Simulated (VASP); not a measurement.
The system is Os.

```
Os
1.0
     4.29204    0.00000    0.00000
    -2.14602    3.71702    0.00000
     0.00000    0.00000    2.63102
Os
3
Direct
  0.00000 0.00000 0.00000
  0.33333 0.66667 0.50000
  0.66667 0.33333 0.50000
```

This isn't the form of Os at room conditions, which is hcp.

| Quantity | Value |
| --- | --- |
| Program | VASP 6.6.1 |
| Task | relaxation of cell and atoms |
| Functional | r2SCAN |
| Potentials or basis | VASP PAW PBE potentials, release 64 (Os) |
| Cutoff | 600 eV |
| k mesh | 9 × 9 × 12 |
| Occupations | fermi-dirac, width 0.1 eV |
| Spin | no spin polarisation |

At the start: pressure 13.0 GPa; volume 13.99 Å³/atom.

**Question.** Where does the relaxation end?

**Answer.** Over 9 steps the energy falls by 29.5 meV/atom and the volume is 14.44 Å³/atom (+3.2 %); space group P6/mmm (No. 191, to 0.1 Å) before and after.

Step by step:
```csv
step,energy change (eV),largest force (eV/Å),pressure (GPa),volume (Å³)
1,0.0000,0.0000,13.03,41.97
2,0.7041,0.0000,-36.46,49.20
3,-0.0786,0.0000,-3.04,43.61
4,-0.0790,0.0000,-2.11,43.50
5,-0.0638,0.0000,4.25,42.98
6,-0.0885,0.0000,0.12,43.30
7,-0.0885,0.0000,0.17,43.30
8,-0.0884,0.0000,-0.49,43.37
9,-0.0885,0.0000,0.02,43.31
```

Final structure:
```
Os
1.0
     4.29832    0.00000    0.00000
    -2.14916    3.72246    0.00000
     0.00000    0.00000    2.70705
Os
3
Cartesian
  0.0000 0.0000 0.0000
  0.0000 2.4816 1.3535
  2.1492 1.2408 1.3535
```

Caveat: the PAW data sets were made with another functional, which shifts forces and pressure a little.
